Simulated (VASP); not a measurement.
# SnSe (I4mm) in VASP: single point with LDA

Aim: the single point of SnSe with LDA.

All numbers are computed with VASP 6.6.1; they aren't measurements. Logs are shortened: lines on timing, memory, paths and dates and some standing lists are left out, and cuts for length are marked.

### Step 1. The cell of the first run

Symmetry: I4mm, No. 107, tetragonal system. Conventional cell: a = 4.257 Å, b = 4.257 Å, c = 6.020 Å, α = 90.00°, β = 90.00°, γ = 90.00°. Sn (site symmetry 4mm) has 6 Se at 2.81 to 3.21 Å within 3.7 Å. Within 3.7 Å of Se (site symmetry 4mm) lie 6 Sn at 2.81 to 3.21 Å.

### Step 2. Single point, LDA (atom 1 (Sn) moved by (+0.000, -0.200) A along [1 1 0] and z)

Input file INCAR:

```
SYSTEM = SnSe
PREC     = Accurate       ! precision mode
ENCUT    = 520            ! plane-wave cutoff, eV
EDIFF    = 1E-6           ! SCF threshold, eV
ISMEAR   = 0              ! smearing method
SIGMA    = 0.05           ! smearing width, eV
LREAL    = .FALSE.        ! projectors in reciprocal space
LASPH    = .TRUE.         ! aspherical terms in the spheres
NELM     = 100            ! most SCF steps
ALGO     = Normal         ! electronic algorithm
ISIF     = 2              ! what is computed and relaxed
LWAVE    = .FALSE.        ! write WAVECAR
LCHARG   = .TRUE.         ! write CHGCAR
GGA      = CA             ! functional
LELF     = .TRUE.         ! ELF
LVHAR    = .TRUE.       
NBANDS   = 17             ! bands
```

Input file KPOINTS:

```
Automatic mesh
0
G
  8 8 8
  0 0 0
```

Input file POSCAR:

```
SnSe
1.0
    0.0000000000      3.0100000000      3.0100000000
    3.0100000000      0.0000000000      3.0100000000
    3.0100000000      3.0100000000      0.0000000000
Sn Se
1 1
Direct
   -0.0332225914     -0.0332225914      0.0332225914
    0.5000000000      0.5000000000      0.5000000000
```

Potentials or basis: VASP PAW LDA potentials, release 64 (Sn_d, Se).

Command:

```bash
> cat potpaw_LDA.64/Sn_d/POTCAR potpaw_LDA.64/Se/POTCAR > POTCAR
> mpirun -np 1 vasp_std > vasp.out
```

OUTCAR:

```text
SYSTEM = SnSe
   PREC = Accurate
   ENCUT = 520
   EDIFF = 1E-6
   ISMEAR = 0
   LREAL = .FALSE.
   LASPH = .TRUE.
   NELM = 100
   ISIF = 2
   GGA = CA

 ion  position               nearest neighbor table
   1  0.967  0.967  0.033-   2 2.81   2 3.02   2 3.02   2 3.02   2 3.02   2 3.21
   2  0.500  0.500  0.500-   1 2.81   1 3.02   1 3.02   1 3.02   1 3.02   1 3.21

  LATTYP: Found a face centered cubic cell.
 ALAT       =     6.0200000000

  Lattice vectors:

 A1 = (   0.0000000000,   3.0100000000,   3.0100000000)
 A2 = (   3.0100000000,   0.0000000000,   3.0100000000)
 A3 = (   3.0100000000,   3.0100000000,   0.0000000000)

Analysis of symmetry for initial positions (statically):
=====================================================================
 Subroutine PRICEL returns:
 Original cell was already a primitive cell.

 Routine SETGRP: Setting up the symmetry group for a
 face centered cubic supercell.

 Subroutine GETGRP returns: Found  8 space group operations
 (whereof  8 operations were pure point group operations)
 out of a pool of 48 trial point group operations.

The static configuration has the point symmetry C_4v.

Analysis of symmetry for dynamics (positions and initial velocities):
=====================================================================
 Subroutine PRICEL returns:
 Original cell was already a primitive cell.

 Routine SETGRP: Setting up the symmetry group for a
 face centered cubic supercell.

 Subroutine GETGRP returns: Found  8 space group operations
 (whereof  8 operations were pure point group operations)
 out of a pool of 48 trial point group operations.

The dynamic configuration has the point symmetry C_4v.

 Subroutine INISYM returns: Found  8 space group operations
 (whereof  8 operations are pure point group operations),
 and found     1 'primitive' translations

----------------------------------------------------------------------------------------

                                     Primitive cell

  volume of cell :      54.5418

  direct lattice vectors                    reciprocal lattice vectors
     0.000000000  3.010000000  3.010000000    -0.166112957  0.166112957  0.166112957
     3.010000000  0.000000000  3.010000000     0.166112957 -0.166112957  0.166112957
     3.010000000  3.010000000  0.000000000     0.166112957  0.166112957 -0.166112957

  length of vectors
     4.256782823  4.256782823  4.256782823     0.287716081  0.287716081  0.287716081

  position of ions in fractional coordinates (direct lattice)
     0.966777409  0.966777409  0.033222591
     0.500000000  0.500000000  0.500000000

  ion indices of the primitive-cell ions
   primitive index   ion index
                 1           1
                 2           2

----------------------------------------------------------------------------------------

 KPOINTS: Automatic mesh

Automatic generation of k-mesh.
 Grid dimensions read from file:
 generate k-points for:    8    8    8

 Generating k-lattice:

  Cartesian coordinates                     Fractional coordinates (reciprocal lattice)
    -0.020764120  0.020764120  0.020764120     0.125000000  0.000000000  0.000000000
     0.020764120 -0.020764120  0.020764120     0.000000000  0.125000000  0.000000000
     0.020764120  0.020764120 -0.020764120     0.000000000  0.000000000  0.125000000

  Length of vectors
     0.035964510  0.035964510  0.035964510

  Shift w.r.t. Gamma in fractional coordinates (k-lattice)
     0.000000000  0.000000000  0.000000000

 Subroutine IBZKPT returns following result:
 ===========================================

 Found     59 irreducible k-points:

 Following reciprocal coordinates:
            Coordinates               Weight
  0.000000  0.000000  0.000000      1.000000
  0.125000  0.000000  0.000000      8.000000
  0.250000  0.000000  0.000000      8.000000
  0.375000  0.000000  0.000000      8.000000
  0.500000  0.000000  0.000000      4.000000
  0.125000  0.125000  0.000000      2.000000
[... 16 lines left out ...]
  0.000000  0.375000  0.250000     16.000000
  0.500000  0.250000  0.000000      8.000000
 [... further k-points ...]
   k-points           NKPTS =     59   k-points in BZ     NKDIM =     59   number of bands    NBANDS=     17
   number of dos      NEDOS =    301   number of ions     NIONS =      2
   total plane-waves  NPLWV =  32768
   dimension x,y,z NGX =    32 NGY =   32 NGZ =   32
   dimension x,y,z NGXF=    64 NGYF=   64 NGZF=   64
   ions per type =               1   1
   NGX,Y,Z   is equivalent  to a cutoff of  12.50, 12.50, 12.50 a.u.
   NGXF,Y,Z  is equivalent  to a cutoff of  24.99, 24.99, 24.99 a.u.
 SYSTEM =  SnSe
   PREC   = accura    normal or accurate (medium, high low for compatibility)
   ISTART =      0    job   : 0-new  1-cont  2-samecut
   ICHARG =      2    charge: 1-file 2-atom 10-const
   ISPIN  =      1    spin polarized calculation?
   LNONCOLLINEAR =      F non collinear calculations
   LSORBIT =      F    spin-orbit coupling
   LASPH  =      T    aspherical Exc in radial PAW
   ENCUT  =  520.0 eV  38.22 Ry    6.18 a.u.   7.91  7.91  7.91*2*pi/ulx,y,z
   NELM   =    100;   NELMIN=  2; NELMDL= -5     # of ELM steps
   EDIFF  = 0.1E-05   stopping-criterion for ELM
   LREAL  =      F    real-space projection
   EDIFFG = 0.1E-04   stopping-criterion for IOM
   NSW    =      0    number of steps for IOM
   IBRION =     -1    ionic relax: 0-MD 1-quasi-New 2-CG
   NFREE  =      0    steps in history (QN), initial steepest desc. (CG)
   ISIF   =      2    stress and relaxation
   ISYM   =      2    0-nonsym 1-usesym 2-fastsym
   POTIM  = 0.5000    time-step for ionic-motion
   TEBEG  =    0.0;   TEEND  =   0.0 temperature during run
   PSTRESS=    0.0 pullay stress
   NELECT =      20.0000    total number of electrons
   NUPDOWN=      -1.0000    fix difference up-down
   EMIN   =  10.00;   EMAX   =-10.00  energy-range for DOS
   EFERMI =   0.00;   METHOD = LEGACY
   ISMEAR =     0;   SIGMA  =   0.05  broadening in eV -4-tet -1-fermi 0-gaus
   EFERMI_NEDOS =   21; number of points for ismear=-14 and -15
   IALGO  =     38    algorithm
   IMIX   =      4    mixing-type and parameters
     AMIX     =   0.40;   BMIX     =  1.00
     AMIX_MAG =   1.60;   BMIX_MAG =  1.00
  volume/ion in A,a.u.               =      27.27       184.03
  Fermi-wavevector in a.u.,A,eV,Ry     =   1.171768  2.214321 18.681350  1.373040
  Thomas-Fermi vector in A             =   2.308207
   LORBIT       =      0    0 simple, 1 ext, 2 COOP (PROOUT), +10 PAW based schemes
   GGA     = CA    functional components
   LHFCALC =     F    Hartree Fock is set to
   AEXX    =    0.0000 exact exchange contribution
   IVDW    =     0    specifies the selected vdW correction
   LEPSILON=     F    determine dielectric tensor
   LRPA    =     F    only Hartree local field effects (RPA)
 non-spin polarized calculation
 Gauss-broadening in eV      SIGMA  =   0.05
  energy-cutoff  :      520.00
  volume of cell :       54.54
 maximum number of plane-waves:      1480
   NGX = 15   NGY = 15   NGZ = 15

 number of electron      20.0000005 magnetization

 Free energy of the ion-electron system (eV)
  ---------------------------------------------------
  ext. energy  EPLUGINS =         0.00000000
  ---------------------------------------------------
  free energy    TOTEN  =        -9.47365785 eV

  energy without entropy =       -9.47365785  energy(sigma->0) =       -9.47365785

 E-fermi :   5.5429     XC(G=0):  -9.8748

 val. band max:        5.2443616887   @ k =   0.5000   0.0000   0.0000
 cond. band min:       6.0462041617   @ k =  -0.3750   0.1250   0.0000
 fundamental gap:      0.8018424730
 Fermi energy:         5.5429213487

 k-point     1 :       0.0000    0.0000    0.0000
  band No.  band energies     occupation
      1     -16.0471      2.00000
      2     -16.0455      2.00000
      3     -16.0428      2.00000
      4     -16.0382      2.00000
      5     -16.0382      2.00000
      6      -8.4932      2.00000
[... 9 lines left out ...]
     16      11.5589      0.00000
     17      13.5434      0.00000

 k-point     2 :       0.1250    0.0000    0.0000
  band No.  band energies     occupation
      1     -16.0478      2.00000
      2     -16.0451      2.00000
      3     -16.0431      2.00000
      4     -16.0373      2.00000
      5     -16.0367      2.00000
      6      -8.3838      2.00000
[... 9 lines left out ...]
     16      11.7518      0.00000
     17      14.6064      0.00000

 k-point     3 :       0.2500    0.0000    0.0000
  band No.  band energies     occupation
      1     -16.0501      2.00000
      2     -16.0476      2.00000
      3     -16.0412      2.00000
      4     -16.0342      2.00000
      5     -16.0324      2.00000
      6      -8.0892      2.00000
[... 9 lines left out ...]
     16      12.6109      0.00000
     17      16.6664      0.00000

 k-point     4 :       0.3750    0.0000    0.0000
  band No.  band energies     occupation
      1     -16.0528      2.00000
      2     -16.0507      2.00000
      3     -16.0397      2.00000
      4     -16.0303      2.00000
      5     -16.0278      2.00000
      6      -7.7336      2.00000
[... 9 lines left out ...]
     16      14.0714      0.00000
     17      16.7853      0.00000
[... 343 lines left out ...]
      1     -16.0603      2.00000
      2     -16.0485      2.00000
      3     -16.0434      2.00000
      4     -16.0263      2.00000
      5     -16.0253      2.00000
      6      -7.6691      2.00000
[... 9 lines left out ...]
     16      15.3314      0.00000
     17      16.2740      0.00000

 k-point    23 :       0.0000    0.3750    0.2500
  band No.  band energies     occupation
      1     -16.0631      2.00000
      2     -16.0417      2.00000
      3     -16.0403      2.00000
      4     -16.0330      2.00000
      5     -16.0256      2.00000
      6      -7.6834      2.00000
[... 9 lines left out ...]
     16      15.4138      0.00000
     17      16.3201      0.00000

 k-point    24 :       0.5000    0.2500    0.0000
  band No.  band energies     occupation
      1     -16.0615      2.00000
      2     -16.0460      2.00000
      3     -16.0449      2.00000
      4     -16.0262      2.00000
      5     -16.0234      2.00000
      6      -7.4207      2.00000
[... 9 lines left out ...]
     16      16.0687      0.00000
     17      16.7911      0.00000

 [... further k-points ...]

------------------------ aborting loop because EDIFF is reached ----------------------------------------

  FORCE on cell =-STRESS in cart. coord.  units (eV):
  Direction    XX          YY          ZZ          XY          YZ          ZX
  --------------------------------------------------------------------------------------
  -------------------------------------------------------------------------------------
  Total       -1.0296652     -1.0296652     -0.6499012      0.0000000      0.0000000     -0.0000000
  in kB      -30.2466388    -30.2466388    -19.0909889      0.0000000      0.0000000     -0.0000000
  external PRESSURE =     -26.5280888 kB  Pullay stress =       0.0000000 kB

 VOLUME and BASIS-vectors are now :
 -----------------------------------------------------------------------------
  energy-cutoff  :      520.00
  volume of cell :       54.54
      direct lattice vectors                 reciprocal lattice vectors
     0.000000000  3.010000000  3.010000000    -0.166112957  0.166112957  0.166112957
     3.010000000  0.000000000  3.010000000     0.166112957 -0.166112957  0.166112957
     3.010000000  3.010000000  0.000000000     0.166112957  0.166112957 -0.166112957

 POSITION                                       TOTAL-FORCE (eV/Angst)
 -----------------------------------------------------------------------------------
      3.01000      3.01000      5.82000         0.000000      0.000000      0.068783
      3.01000      3.01000      3.01000         0.000000      0.000000     -0.068783
 -----------------------------------------------------------------------------------
    total drift:                               -0.000001     -0.000001     -0.000000

  FREE ENERGIE OF THE ION-ELECTRON SYSTEM (eV)
  ---------------------------------------------------
  free  energy   TOTEN  =        -9.4736578480 eV

  energy  without entropy=       -9.4736578480  energy(sigma->0) =       -9.47365785
```

It took 43 s on 1 thread of AMD EPYC 7R13, shared host; peak memory 0.16 GiB.

What came out:

| Property | Result |
| --- | --- |
| Free energy | -9.4737 eV |
| Pressure | -2.7 GPa |
| Largest force | 0.069 eV/Å |
| Band gap on the k mesh | 0.80 eV, indirect (the least direct gap lies 2.4 meV higher) |

Forces on the atoms (eV/Å):
```
Sn   0.000  0.000  0.069
Se   0.000  0.000 -0.069
```

Stress tensor (GPa, compression positive):
```
-3.02  0.00  0.00
 0.00 -3.02  0.00
 0.00  0.00 -1.91
```

Caveat: the cell differs from its parent crystal (atom 1 (Sn) moved by (+0.000, -0.200) A along [1 1 0] and z); spin-orbit coupling is left out, which moves the levels of the heavy elements. A k mesh can miss the band edges.
